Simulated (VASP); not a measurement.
Cd: density of states with BLYP

The system is Cd.

```
Cd
1.0
     2.97887    0.00000    0.00000
    -1.48944    2.57978    0.00000
     0.00000    0.00000    5.61765
Cd
2
Direct
  0.66667 0.33333 0.75000
  0.33333 0.66667 0.25000
```

| Item | Value |
| --- | --- |
| Program | VASP 6.6.1 |
| Task | density of states |
| Functional | BLYP |
| Potentials or basis | VASP PAW PBE potentials, release 64 (Cd) |
| Cutoff | 520 eV |
| k mesh | 6 × 6 × 3 |
| Occupations | fermi-dirac, width 0.05 eV |
| Spin | no spin polarisation |
| Dipole correction | no |
| k mesh for the DOS | 9 × 9 × 5 |
| Occupations for the DOS | tetrahedron |
| Further INCAR settings | ALGO = Fast; EDIFF = 1e-06 |

```
Valence electrons inside the program's atomic spheres : Cd 10.36
```

Levels at points of the mesh, in eV from the Fermi level:
```csv
k point,band 8,band 9,band 10,band 11,band 12,band 13,band 14,band 15,band 16
"(0.00, 0.00, 0.00)",-8.90,-8.90,-8.64,-8.64,-3.19,-2.93,10.47,14.67,14.70
```

Wall time 19 s on 1 thread of Intel(R) Xeon(R) Platinum 8488C (Sapphire Rapids), on a shared host, peak memory 0.16 GiB.

Caveat: the k points lie up to 0.41 Å⁻¹ apart.
